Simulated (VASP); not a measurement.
# SnO2 (R-3m) in VASP: further runs

Runs on SnO2. Level: PBE. Tasks: single point.

All numbers are computed with VASP 6.6.1; they aren't measurements. Logs are shortened: lines on timing, memory, paths and dates and some standing lists are left out, and cuts for length are marked.

### Step 1. The cell of the first run

The structure is trigonal, space group R-3m (No. 166). The conventional cell has a = 3.126 Å, b = 3.126 Å, c = 13.968 Å, α = 90.00°, β = 90.00°, γ = 120.00°. Sn (site symmetry -3m) has 6 O at 2.04 Å within 2.7 Å. Within 2.7 Å of O (site symmetry 3m) lie 3 Sn at 2.04 Å and 3 O at 2.62 Å.

### Step 2. Single point, PBE

INCAR reads:

```
SYSTEM = SnO2
ALGO = Normal ; EDIFF = 1E-7
ENCUT = 520 ; GGA = PE
ISIF = 2 ; ISMEAR = 0
LASPH = .True. ; LCHARG = .False.
LREAL = .False. ; LWAVE = .False.
NBANDS = 20 ; NELM = 100
PREC = Accurate ; SIGMA = 0.05
```

KPOINTS reads:

```
k-points
0
Gamma
  12 12 12
  0 0 0
```

POSCAR reads:

```
SnO2
1.0
    1.5628500000      0.9023118682      4.6559333333
   -1.5628500000      0.9023118682      4.6559333333
    0.0000000000     -1.8046237364      4.6559333333
Sn O
1 2
Direct
    0.5000000000      0.5000000000      0.5000000000
    0.2348826742      0.2348826742      0.2348826742
    0.7651173258      0.7651173258      0.7651173258
```

Potentials or basis: VASP PAW PBE potentials, release 64 (Sn_d, O).

Run with:

```
$ cat potpaw_PBE.64/Sn_d/POTCAR potpaw_PBE.64/O/POTCAR > POTCAR
$ mpirun -np 1 vasp_std > vasp.out
```

OUTCAR:

```text
SYSTEM = SnO2
   EDIFF = 1E-7
   ENCUT = 520
   GGA = PE
   ISIF = 2
   ISMEAR = 0
   LASPH = .True.
   LREAL = .False.
   NELM = 100
   PREC = Accurate

 ion  position               nearest neighbor table
   1  0.500  0.500  0.500-   2 2.04   3 2.04   2 2.04   2 2.04   3 2.04   3 2.04
   2  0.235  0.235  0.235-   1 2.04   1 2.04   1 2.04
   3  0.765  0.765  0.765-   1 2.04   1 2.04   1 2.04

  LATTYP: Found a trigonal (rhomboedric) cell.
 ALAT       =     4.9934338920
 COS(alpha) =     0.8040857705

  Lattice vectors:

 A1 = (   1.5628500000,   0.9023118682,   4.6559333333)
 A2 = (  -1.5628500000,   0.9023118682,   4.6559333333)
 A3 = (   0.0000000000,  -1.8046237364,   4.6559333333)

Analysis of symmetry for initial positions (statically):
=====================================================================
 Subroutine PRICEL returns:
 Original cell was already a primitive cell.

 Routine SETGRP: Setting up the symmetry group for a
 trigonal (rhombohedral) supercell.

 Subroutine GETGRP returns: Found 12 space group operations
 (whereof 12 operations were pure point group operations)
 out of a pool of 12 trial point group operations.

The static configuration has the point symmetry D_3d.

Analysis of symmetry for dynamics (positions and initial velocities):
=====================================================================
 Subroutine PRICEL returns:
 Original cell was already a primitive cell.

 Routine SETGRP: Setting up the symmetry group for a
 trigonal (rhombohedral) supercell.

 Subroutine GETGRP returns: Found 12 space group operations
 (whereof 12 operations were pure point group operations)
 out of a pool of 12 trial point group operations.

The dynamic configuration has the point symmetry D_3d.

 Subroutine INISYM returns: Found 12 space group operations
 (whereof 12 operations are pure point group operations),
 and found     1 'primitive' translations

----------------------------------------------------------------------------------------

                                     Primitive cell

  volume of cell :      39.3942

  direct lattice vectors                    reciprocal lattice vectors
     1.562850000  0.902311868  4.655933333     0.319928336  0.184710711  0.071593236
    -1.562850000  0.902311868  4.655933333    -0.319928336  0.184710711  0.071593236
     0.000000000 -1.804623736  4.655933333     0.000000000 -0.369421422  0.071593236

  length of vectors
     4.993433892  4.993433892  4.993433892     0.376294802  0.376294802  0.376294802

  position of ions in fractional coordinates (direct lattice)
     0.500000000  0.500000000  0.500000000
     0.234882674  0.234882674  0.234882674
     0.765117326  0.765117326  0.765117326

  ion indices of the primitive-cell ions
   primitive index   ion index
                 1           1
                 2           2
                 3           3

----------------------------------------------------------------------------------------

 KPOINTS: k-points

Automatic generation of k-mesh.
 Grid dimensions read from file:
 generate k-points for:   12   12   12

 Generating k-lattice:

  Cartesian coordinates                     Fractional coordinates (reciprocal lattice)
     0.026660695  0.015392559  0.005966103     0.083333333  0.000000000 -0.000000000
    -0.026660695  0.015392559  0.005966103     0.000000000  0.083333333 -0.000000000
     0.000000000 -0.030785118  0.005966103    -0.000000000 -0.000000000  0.083333333

  Length of vectors
     0.031357900  0.031357900  0.031357900

  Shift w.r.t. Gamma in fractional coordinates (k-lattice)
     0.000000000  0.000000000  0.000000000

 Subroutine IBZKPT returns following result:
 ===========================================

 Found    189 irreducible k-points:

 Following reciprocal coordinates:
            Coordinates               Weight
  0.000000  0.000000  0.000000      1.000000
  0.083333  0.000000  0.000000      6.000000
  0.166667  0.000000  0.000000      6.000000
  0.250000  0.000000 -0.000000      6.000000
  0.333333  0.000000  0.000000      6.000000
  0.416667  0.000000  0.000000      6.000000
[... 16 lines left out ...]
  0.500000  0.166667  0.000000     12.000000
 -0.416667  0.166667  0.000000     12.000000
 [... further k-points ...]
   k-points           NKPTS =    189   k-points in BZ     NKDIM =    189   number of bands    NBANDS=     20
   number of dos      NEDOS =    301   number of ions     NIONS =      3
   total plane-waves  NPLWV =  64000
   dimension x,y,z NGX =    40 NGY =   40 NGZ =   40
   dimension x,y,z NGXF=    80 NGYF=   80 NGZF=   80
   ions per type =               1   2
   NGX,Y,Z   is equivalent  to a cutoff of  13.32, 13.32, 13.32 a.u.
   NGXF,Y,Z  is equivalent  to a cutoff of  26.63, 26.63, 26.63 a.u.
 SYSTEM =  SnO2
   PREC   = accura    normal or accurate (medium, high low for compatibility)
   ISTART =      0    job   : 0-new  1-cont  2-samecut
   ICHARG =      2    charge: 1-file 2-atom 10-const
   ISPIN  =      1    spin polarized calculation?
   LNONCOLLINEAR =      F non collinear calculations
   LSORBIT =      F    spin-orbit coupling
   LASPH  =      T    aspherical Exc in radial PAW
   ENCUT  =  520.0 eV  38.22 Ry    6.18 a.u.   9.28  9.28  9.28*2*pi/ulx,y,z
   NELM   =    100;   NELMIN=  2; NELMDL= -5     # of ELM steps
   EDIFF  = 0.1E-06   stopping-criterion for ELM
   LREAL  =      F    real-space projection
   EDIFFG = 0.1E-05   stopping-criterion for IOM
   NSW    =      0    number of steps for IOM
   IBRION =     -1    ionic relax: 0-MD 1-quasi-New 2-CG
   NFREE  =      0    steps in history (QN), initial steepest desc. (CG)
   ISIF   =      2    stress and relaxation
   ISYM   =      2    0-nonsym 1-usesym 2-fastsym
   POTIM  = 0.5000    time-step for ionic-motion
   TEBEG  =    0.0;   TEEND  =   0.0 temperature during run
   PSTRESS=    0.0 pullay stress
   NELECT =      26.0000    total number of electrons
   NUPDOWN=      -1.0000    fix difference up-down
   EMIN   =  10.00;   EMAX   =-10.00  energy-range for DOS
   EFERMI =   0.00;   METHOD = LEGACY
   ISMEAR =     0;   SIGMA  =   0.05  broadening in eV -4-tet -1-fermi 0-gaus
   EFERMI_NEDOS =   21; number of points for ismear=-14 and -15
   IALGO  =     38    algorithm
   IMIX   =      4    mixing-type and parameters
     AMIX     =   0.40;   BMIX     =  1.00
     AMIX_MAG =   1.60;   BMIX_MAG =  1.00
  volume/ion in A,a.u.               =      13.13        88.61
  Fermi-wavevector in a.u.,A,eV,Ry     =   1.425351  2.693524 27.641959  2.031627
  Thomas-Fermi vector in A             =   2.545745
   LORBIT       =      0    0 simple, 1 ext, 2 COOP (PROOUT), +10 PAW based schemes
   GGA     = PE    functional components
   LHFCALC =     F    Hartree Fock is set to
   AEXX    =    0.0000 exact exchange contribution
   IVDW    =     0    specifies the selected vdW correction
   LEPSILON=     F    determine dielectric tensor
   LRPA    =     F    only Hartree local field effects (RPA)
 non-spin polarized calculation
 Gauss-broadening in eV      SIGMA  =   0.05
  energy-cutoff  :      520.00
  volume of cell :       39.39
 maximum number of plane-waves:      1081
 NGX is ok and might be reduce to    40
   NGX = 19   NGY = 19   NGZ = 19

 number of electron      25.9999995 magnetization

 Free energy of the ion-electron system (eV)
  ---------------------------------------------------
  ext. energy  EPLUGINS =         0.00000000
  ---------------------------------------------------
  free energy    TOTEN  =       -17.89270946 eV

  energy without entropy =      -17.89270946  energy(sigma->0) =      -17.89270946

 E-fermi :   4.5344     XC(G=0): -10.4404

 val. band max:        4.2915382479   @ k =  -0.1667   0.2500   0.0833
 cond. band min:       7.0351748089   @ k =   0.0000   0.0000   0.0000
 fundamental gap:      2.7436365610
 Fermi energy:         4.5343594090

 k-point     1 :       0.0000    0.0000    0.0000
  band No.  band energies     occupation
      1     -15.9031      2.00000
      2     -15.3602      2.00000
      3     -15.3602      2.00000
      4     -15.0488      2.00000
      5     -15.0488      2.00000
      6     -14.0590      2.00000
[... 12 lines left out ...]
     19      22.0935      0.00000
     20      22.4082      0.00000

 k-point     2 :       0.0833    0.0000    0.0000
  band No.  band energies     occupation
      1     -15.8463      2.00000
      2     -15.4520      2.00000
      3     -15.3394      2.00000
      4     -15.0726      2.00000
      5     -15.0497      2.00000
      6     -14.0264      2.00000
[... 12 lines left out ...]
     19      20.5870      0.00000
     20      22.4180      0.00000

 k-point     3 :       0.1667    0.0000    0.0000
  band No.  band energies     occupation
      1     -15.8019      2.00000
      2     -15.5801      2.00000
      3     -15.2869      2.00000
      4     -15.1118      2.00000
      5     -15.0471      2.00000
      6     -13.9150      2.00000
[... 12 lines left out ...]
     19      19.2545      0.00000
     20      22.4900      0.00000

 k-point     4 :       0.2500    0.0000   -0.0000
  band No.  band energies     occupation
      1     -16.0562      2.00000
      2     -15.4143      2.00000
      3     -15.2334      2.00000
      4     -15.1410      2.00000
      5     -15.0232      2.00000
      6     -13.7042      2.00000
[... 12 lines left out ...]
     19      18.3742      0.00000
     20      22.2016      0.00000

 k-point     5 :       0.3333    0.0000    0.0000
  band No.  band energies     occupation
      1     -16.3097      2.00000
      2     -15.2817      2.00000
      3     -15.2094      2.00000
      4     -15.1168      2.00000
      5     -14.9674      2.00000
      6     -13.4019      2.00000
[... 12 lines left out ...]
     19      18.2338      0.00000
     20      20.4834      0.00000
[... 353 lines left out ...]
      6     -13.4425      2.00000
[... 12 lines left out ...]
     19      18.5491      0.00000
     20      20.9405      0.00000

 k-point    22 :       0.4167    0.1667   -0.0000
  band No.  band energies     occupation
      1     -16.2226      2.00000
      2     -15.5692      2.00000
      3     -15.1835      2.00000
      4     -15.1237      2.00000
      5     -14.9547      2.00000
      6     -12.9911      2.00000
[... 12 lines left out ...]
     19      18.8439      0.00000
     20      19.7639      0.00000

 k-point    23 :       0.5000    0.1667    0.0000
  band No.  band energies     occupation
      1     -16.3461      2.00000
      2     -15.5489      2.00000
      3     -15.2068      2.00000
      4     -15.0658      2.00000
      5     -14.9573      2.00000
      6     -12.5516      2.00000
[... 12 lines left out ...]
     19      18.7230      0.00000
     20      19.2476      0.00000

 k-point    24 :      -0.4167    0.1667    0.0000
  band No.  band energies     occupation
      1     -16.3897      2.00000
      2     -15.5422      2.00000
      3     -15.2159      2.00000
      4     -15.0117      2.00000
      5     -14.9908      2.00000
      6     -12.3617      2.00000
[... 12 lines left out ...]
     19      18.1625      0.00000
     20      19.3981      0.00000

 [... further k-points ...]
[... 5 lines left out ...]
  --------------------------------------------------------------------------------------
  -------------------------------------------------------------------------------------
  Total        6.3493112      6.3493112      3.3444696      0.0000000      0.0000000      0.0000000
  in kB      258.2291282    258.2291282    136.0209687      0.0000000      0.0000000      0.0000000
  external PRESSURE =     217.4930750 kB  Pullay stress =       0.0000000 kB

 VOLUME and BASIS-vectors are now :
 -----------------------------------------------------------------------------
  energy-cutoff  :      520.00
  volume of cell :       39.39
      direct lattice vectors                 reciprocal lattice vectors
     1.562850000  0.902311868  4.655933333     0.319928336  0.184710711  0.071593236
    -1.562850000  0.902311868  4.655933333    -0.319928336  0.184710711  0.071593236
     0.000000000 -1.804623736  4.655933333     0.000000000 -0.369421422  0.071593236

 POSITION                                       TOTAL-FORCE (eV/Angst)
 -----------------------------------------------------------------------------------
      0.00000      0.00000      6.98390        -0.000000      0.000000      0.000000
      0.00000      0.00000      3.28079         0.000000      0.000000      1.681540
      0.00000      0.00000     10.68701         0.000000     -0.000000     -1.681540
 -----------------------------------------------------------------------------------
    total drift:                               -0.000000      0.000000     -0.000000

  FREE ENERGIE OF THE ION-ELECTRON SYSTEM (eV)
  ---------------------------------------------------
  free  energy   TOTEN  =       -17.8927094596 eV

  energy  without entropy=      -17.8927094596  energy(sigma->0) =      -17.89270946
```

Run time: 2.4 min. Hardware: 1 thread of Intel Xeon 6975P-C (Granite Rapids), shared host; peak memory 0.33 GiB.

What came out:

* Free energy: -17.8927 eV
* Pressure: 21.7 GPa
* Largest force: 1.682 eV/Å
* Band gap on the k mesh: 2.74 eV, indirect (least direct gap 3.05 eV)

Forces in eV/Å, atoms in the order of the input:
```
Sn   0.000  0.000  0.000
O    0.000  0.000  1.682
O    0.000  0.000 -1.682
```

Caveat: spin-orbit coupling is left out, which moves the levels of the heavy elements; forces of over 1 eV/Å act on the atoms, so gaps and moduli don't describe the material at rest. PBE gaps usually lie below the measured ones, often by a third to a half.

### Step 3. Single point, PBE

This run uses another cell than the first one, of 13.21 Å³/atom, 1.006 times its volume.

INCAR reads:

```
ALGO = Normal
EDIFF = 1E-7
ENCUT = 520
GGA = PE
ISIF = 2
ISMEAR = 0
LASPH = T
LCHARG = T
LELF = T
LREAL = F
LVHAR = T
LWAVE = F
NBANDS = 20
NELM = 100
PREC = Accurate
SIGMA = 0.05
```

KPOINTS reads:

```
k-points
0
Gamma
  12 12 12
```

POSCAR reads:

```
SnO2
1.0
    1.5898000000      0.9178714580      4.5248000000
   -1.5898000000      0.9178714580      4.5248000000
    0.0000000000     -1.8357429159      4.5248000000
Sn O
1 2
Direct
    0.5000000000      0.5000000000      0.5000000000
    0.2348826742      0.2348826742      0.2348826742
    0.7651173258      0.7651173258      0.7651173258
```

Potentials or basis: VASP PAW PBE potentials, release 64 (Sn_d, O).

Run with:

```
$ cat potpaw_PBE.64/Sn_d/POTCAR potpaw_PBE.64/O/POTCAR > POTCAR
$ mpirun -np 1 vasp_std > vasp.out
```

It took 1.7 min on 1 thread of Intel Xeon 6975P-C (Granite Rapids), shared host; peak memory 0.29 GiB.

It converged, with:

```yaml
Free_energy: -17.9882 eV
Pressure: 16.5 GPa
Largest_force: 1.585 eV/Å
Band_gap_on_the_k_mesh: 2.37 eV, indirect (least direct gap 2.63 eV)
```

Forces on the atoms (eV/Å):
```
Sn   0.000  0.000  0.000
O    0.000  0.000  1.585
O    0.000  0.000 -1.585
```

Stress tensor (GPa, compression positive):
```
18.56  0.00  0.00
 0.00 18.56  0.00
 0.00  0.00 12.37
```

Levels at points of the mesh, in eV from the valence-band top:
```tsv
k point	band 10	band 11	band 12	band 13	band 14	band 15	band 16	band 17
(0.00, 0.00, 0.00)	-1.50	-1.05	-1.05	-0.26	2.37	6.16	11.55	11.55
(0.50, 0.00, 0.00)	-3.47	-1.49	-0.67	-0.57	6.22	8.38	10.23	13.05
(0.50, 0.50, 0.00)	-3.58	-1.07	-0.39	-0.02	5.88	7.37	11.35	11.56
(0.50, 0.50, 0.50)	-1.58	-1.58	-0.99	-0.99	3.81	6.20	11.83	11.83
```

Caveat: spin-orbit coupling is left out, which moves the levels of the heavy elements; forces of over 1 eV/Å act on the atoms, so gaps and moduli don't describe the material at rest. A k mesh can miss the band edges.
